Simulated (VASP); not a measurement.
Here is a VASP 6.6.1 calculation.

The input INCAR:

```
SYSTEM = Yb
PREC = Accurate
ENCUT = 520
EDIFF = 1E-8
ISMEAR = -1
SIGMA = 0.05
LREAL = .FALSE.
LASPH = .TRUE.
NELM = 60
ALGO = Normal
ISIF = 2
LWAVE = .FALSE.
LCHARG = .FALSE.
GGA = PE
LEFG = .TRUE.
NBANDS = 18
```

Contents of KPOINTS:

```
Automatic mesh
0
G
  12 12 12
  0 0 0
```

File POSCAR:

```
Yb
1.0
    0.0000000000      2.7791975606      2.7791975606
    2.7791975606      0.0000000000      2.7791975606
    2.7791975606      2.7791975606      0.0000000000
Yb
1
Direct
    0.0000000000      0.0000000000      0.0000000000
```

Potentials or basis: VASP PAW PBE potentials, release 64 (Yb).

Launch:

```sh
$ cat potpaw_PBE.64/Yb/POTCAR > POTCAR
$ mpirun -np 1 vasp_std > vasp.out
```

Task: Predict the pressure.

Result: -2.8 GPa.

Task: Predict the band gap on the k mesh.

Result: Zero (band 12 reaches 1.15 eV, above the bottom of band 13 at 1.05 eV).

Caveat: without QUAD_EFG the Cq values of the log hold for a quadrupole moment of 1 mb, not for the nuclei; spin-orbit coupling is left out, which moves the levels of the heavy elements. Spin polarisation is off, so any magnetic state and its effect on volume and gap are missing.
